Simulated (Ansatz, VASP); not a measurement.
# NaCl: VASP beside Ansatz

The input INCAR:

```
SYSTEM = NaCl
PREC = Accurate
ENCUT = 520
EDIFF = 1E-6
ISMEAR = 0
SIGMA = 0.02
LREAL = .FALSE.
LASPH = .TRUE.
NELM = 60
ALGO = Normal
ISIF = 2
LWAVE = .FALSE.
LCHARG = .FALSE.
GGA = PS
NBANDS = 14
```

KPOINTS

```
regular mesh
0
G
  6 6 6
  0 0 0
```

The input POSCAR:

```
NaCl
1.0
    3.5021900000      0.0000000000      0.0000000000
    0.0000000000      3.5021900000      0.0000000000
    0.0000000000      0.0000000000      3.5021900000
Na Cl
1 1
Direct
    0.0000000000      0.0000000000      0.0000000000
    0.4810290133      0.5581236312      0.4802751992
```

Input for Ansatz:

```yaml
crystal:
  lattice:
    - [3.50219, 0.0, 0.0]
    - [0.0, 3.50219, 0.0]
    - [0.0, 0.0, 3.50219]
  atoms:
    - { symbol: Na, position: [0.0, 0.0, 0.0] }
    - { symbol: Cl, position: [0.4810290133, 0.5581236312, 0.4802751992] }
basis:
  ecutwfc: 420
kpoints:
  mp_grid: { grid: [6, 6, 6] }
hamiltonian:
  xc: pbesol
scf:
  occupations: { method: gaussian, width: 0.02 }
output:
  forces: true
  stress: true
  eigenvalues: true
```

Change from the starting cell: one atom moved.

Alike in both runs: task single point; functional PBEsol; k mesh 6 × 6 × 6; occupations gaussian, width 0.02 eV; no spin polarisation.

|  | VASP | Ansatz |
| --- | --- | --- |
| version | VASP 6.6.1 | Ansatz 0.2.0 |
| potentials or method | VASP PAW PBE potentials, release 64 (Na_pv, Cl), cutoff 520 eV | scalar-relativistic, plane waves, PAW |
| valence electrons in the cell | 14 | 16 |

Ansatz gave:

```
gap on the k mesh at the Fermi level (eV)                     : 3.86
least direct gap on the mesh (eV)                             : 4.35
pressure (GPa)                                                : -0.8
traceless stress, the component that is largest in VASP (GPa) : -0.20
rms of the force components (eV/Å)                            : 0.046
```

Q: What did VASP give for the same quantities?

A: gap on the k mesh at the Fermi level (eV): 3.85; least direct gap on the mesh (eV): 4.35; pressure (GPa): -0.8; traceless stress, the component that is largest in VASP (GPa): -0.20; rms of the force components (eV/Å): 0.048.

VASP's potentials were made for PBE, not for PBEsol. Atom by atom the forces differ by 0.002 eV/Å (rms over components). With one functional, cell and mesh, what is left measures potentials, basis and numerics. VASP's potentials hold 14 valence electrons a cell and Ansatz's 16, so a difference there can come from the potentials and not from the codes.
